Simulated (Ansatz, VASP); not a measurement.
## C in VASP and in Ansatz

```
C
1.0
     0.00000    2.12700    3.34800
     1.22800    0.00000    3.34800
     1.22800    2.12700    0.00000
C
2
Direct
  0.16667 0.83333 0.16667
  0.83333 0.16667 0.83333
```

Alike in both runs: task relaxation of cell and atoms; functional BLYP; dispersion D3(BJ); k mesh 15 × 15 × 15; occupations gaussian, width 0.15 eV; no spin polarisation.

|  | VASP | Ansatz |
| --- | --- | --- |
| version | VASP 6.6.1 | Ansatz 0.2.0 |
| potentials or method | VASP PAW PBE potentials, release 64 (C), cutoff 600 eV | plane waves, PAW |
| valence electrons in the cell | 8 | 8 |

|  | VASP | Ansatz | Ansatz less VASP |
| --- | --- | --- | --- |
| relaxed volume (Å³/atom) | 8.64 | 8.70 | +0.062 |
| relaxed cell length with the largest relative difference (Å) | 3.495 | 3.517 | +0.0221 |

VASP's potentials were made for PBE, not for BLYP. Ansatz's warnings: stress scf threshold loose.
